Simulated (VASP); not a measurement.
Runs of VASP 6.6.1 on GaP. The structure is that of space group F-43m (No. 216), or close to it. The cells are those of the table. 

```tsv
cell	gap on the mesh (eV)	pressure (GPa)
a = 3.984, b = 3.876 Å, angles 60.9, 58.2, 60.9°, 2 atoms	(a)	-5.6
a = 3.758, b = 3.707 Å, angles 60.4, 59.1, 60.4°, 2 atoms	1.18	(b)
a = 3.896, b = 3.948 Å, angles 59.6, 60.9, 59.6°, 2 atoms	1.28	-4.0
a = 3.913 Å, angles 60.0°, 2 atoms	1.38	-4.0
a = 3.848, b = 3.744 Å, angles 60.9, 58.2, 60.9°, 2 atoms	(c)	2.2
a = 3.795, b = 3.846 Å, angles 59.6, 60.9, 59.6°, 2 atoms	1.17	2.3
a = 3.898, b = 3.845 Å, angles 60.4, 59.1, 60.4°, 2 atoms	1.39	-2.2
a = 3.776 Å, angles 60.0°, 2 atoms	(d)	5.1
a = 3.813, b = 3.710 Å, angles 60.9, 58.2, 60.9°, 2 atoms	1.10	5.0
a = 3.931, b = 3.878 Å, angles 60.4, 59.1, 60.4°, 2 atoms	1.32	-4.0
a = 3.829, b = 3.778 Å, angles 60.4, 59.1, 60.4°, 2 atoms	1.29	2.3
a = 3.811 Å, angles 60.0°, 2 atoms	1.42	2.3
```

Alike in all rows: task single point; level PBEsol; potentials or basis VASP PAW PBE potentials, release 64 (Ga_d, P); no spin polarisation; k mesh 10 × 10 × 10; cutoff (eV) 520; smearing gaussian 0.05 eV.

**Question.** Estimate the missing entries.

**Answer.** (a) 1.06; (b) 8.3; (c) 1.16; (d) 1.37.

Caveats: the PAW data sets were made with another functional, which shifts forces and pressure a little.

A k mesh can miss the band edges, and the runs leave out spin-orbit coupling on Ga.
